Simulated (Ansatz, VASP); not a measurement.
Cr in VASP and in Ansatz

The input INCAR:

```
SYSTEM = Cr
PREC = Accurate
ENCUT = 520
EDIFF = 1E-6
ISMEAR = 0
SIGMA = 0.1
LREAL = .FALSE.
LASPH = .TRUE.
NELM = 60
ALGO = Normal
ISIF = 2
LWAVE = .FALSE.
LCHARG = .TRUE.
GGA = PS
LELF = .TRUE.
LVHAR = .TRUE.
NBANDS = 19
```

Contents of KPOINTS:

```
regular mesh
0
G
  18 18 10
  0 0 0
```

The input POSCAR:

```
Cr
1.0
    2.4555597072      0.0000000000      0.0000000000
   -1.2277798536      2.1265770870      0.0000000000
    0.0000000000      0.0000000000      4.3979646618
Cr
2
Direct
    0.3333333333      0.6666666667      0.2500000000
    0.6666666667      0.3333333333      0.7500000000
```

Input for Ansatz:

```yaml
crystal:
  lattice:
    - [2.4555597072, 0.0, 0.0]
    - [-1.2277798536, 2.126577087, 0.0]
    - [0.0, 0.0, 4.3979646618]
  atoms:
    - { symbol: Cr, position: [0.3333333333, 0.6666666667, 0.25] }
    - { symbol: Cr, position: [0.6666666667, 0.3333333333, 0.75] }
basis:
  ecutwfc: 420
kpoints:
  mp_grid: { grid: [18, 18, 10] }
  band_path:
    path:
      - [[0.0, 0.0, 0.0], [0.5, 0.0, 0.0], [0.33333333, 0.33333333, 0.0], [0.0, 0.0, 0.0], [0.0, 0.0, 0.5], [0.5, 0.0, 0.5], [0.33333333, 0.33333333, 0.5], [0.0, 0.0, 0.5]]
      - [[0.5, 0.0, 0.5], [0.5, 0.0, 0.0]]
      - [[0.33333333, 0.33333333, 0.5], [0.33333333, 0.33333333, 0.0]]
    npoints: 14
hamiltonian:
  xc: pbesol
scf:
  occupations: { method: gaussian, width: 0.1 }
  n_extra_bands: 6
output:
  forces: true
  stress: true
  eigenvalues: true
  populations: true
  dos: { projected: true, de: 0.02, nscf_kmesh: { grid: [27, 27, 15] } }
  bader: true
  write_density: true
  write_potential: true
  elf: true
  volumetric_format: npy
```

Alike in both runs: task single point; functional PBEsol; k mesh 18 × 18 × 10; occupations gaussian, width 0.1 eV; no spin polarisation.

```csv
,VASP,Ansatz
version,VASP 6.6.1,Ansatz 0.2.0
potentials or method,"VASP PAW PBE potentials, release 64 (Cr_pv), cutoff 520 eV","scalar-relativistic, plane waves, PAW"
valence electrons in the cell,24,28
```

Ansatz gave:

```
gap on the k mesh at the Fermi level (eV)                     : none
pressure (GPa)                                                : 0.0
traceless stress, the component that is largest in VASP (GPa) : 0.00
```

Question: What did VASP give for the same quantities?

Answer: gap on the k mesh at the Fermi level (eV): none; pressure (GPa): -0.5; traceless stress, the component that is largest in VASP (GPa): 0.12.

VASP's potentials were made for PBE, not for PBEsol. A gap of «none» marks a metal or a gap that the smearing closes. VASP's potentials hold 24 valence electrons a cell and Ansatz's 28, so a difference there can come from the potentials and not from the codes.
